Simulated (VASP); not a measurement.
Wanted: the native input for a VASP 6.6.1 run.

- Task: single point
- Functional: revPBE
- Potentials or basis: VASP PAW PBE potentials, release 64 (Re)
- Cutoff: 520 eV
- k mesh: 16 × 16 × 16
- Occupations: fermi-dirac, width 0.1 eV
- Spin: no spin polarisation
- Dipole correction: no
- Further INCAR settings: ALGO = Normal; EDIFF = 1e-06; NBANDS = 10

The structure of Re lies in POSCAR:

```
Re
1.0
   -1.6207961962      1.6207961962      1.6207961962
    1.6207961962     -1.6207961962      1.6207961962
    1.6207961962      1.6207961962     -1.6207961962
Re
1
Direct
    0.0000000000      0.0000000000      0.0000000000
```

This isn't the form of Re at room conditions, which is hcp.

The input as run:

INCAR

```
SYSTEM = Re
PREC = Accurate
ENCUT = 520
EDIFF = 1E-6
ISMEAR = -1
SIGMA = 0.1
LREAL = .False.
LASPH = .True.
NELM = 80
ALGO = Normal
ISIF = 2
LWAVE = .False.
LCHARG = .True.
GGA = RE
LELF = .True.
LVHAR = .True.
NBANDS = 10
```

KPOINTS

```
regular mesh
0
Gamma
  16 16 16
  0 0 0
```

Potentials or basis: VASP PAW PBE potentials, release 64 (Re).

Run with:

```bash
$ cat potpaw_PBE.64/Re/POTCAR > POTCAR
$ mpirun -np 1 vasp_std > vasp.out
```

It gave:

```json
{
 "Pressure": "-30.8 GPa",
 "Band gap on the k mesh": "zero (an odd number of electrons rules out a gap without spin polarisation)"
}
```

Caveat: the cell stands under tension; the PAW data sets were made with another functional, which shifts forces and pressure a little; spin-orbit coupling is left out, which moves the levels of the heavy elements.

Wall time 35 s on 1 thread of Intel Xeon 8259CL, on a shared host, peak memory 0.16 GiB.
